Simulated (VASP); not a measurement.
Crystal: GdCd.

```
Gd Cd
1.0
     3.75959    3.75959    0.00000
     3.75959    0.00000    3.75959
     3.75959    0.00000   -3.75959
Gd Cd
2 2
Direct
  0.50000 0.25000 0.75000
  0.50000 0.75000 0.25000
  0.00000 0.00000 0.00000
  0.00000 0.50000 0.50000
```

Base run:

* Program: VASP 6.6.1
* Functional: PBEsol
* Potentials or basis: VASP PAW PBE potentials, release 64 (Gd, Cd)
* Cutoff: 520 eV
* k mesh: 7 × 7 × 7
* Occupations: fermi-dirac, width 0.05 eV
* Spin: collinear spin, ferromagnetic start
* Starting moments: [7.0, 7.0, 0.0, 0.0] μB

Its results: pressure -2.1 GPa; net moment 15.13 μB per cell; site moments Gd +6.94; Cd +0.02 μB.

Problem. The run is repeated on the same cell with these changes: spin from collinear spin, ferromagnetic start to collinear spin, antiferromagnetic start; moments at the start from [7.0, 7.0, 0.0, 0.0] to [7.0, -7.0, 0.0, 0.0]. What comes out?

Solution. Pressure -1.4 GPa; net moment 0.00 μB per cell; site moments Gd +6.81, -6.81; Cd +0.00 μB.

Caveats: the PAW data sets were made with another functional, which shifts forces and pressure a little; the antiferromagnetic order is the one typed at the start, and another may lie lower (at least some runs).
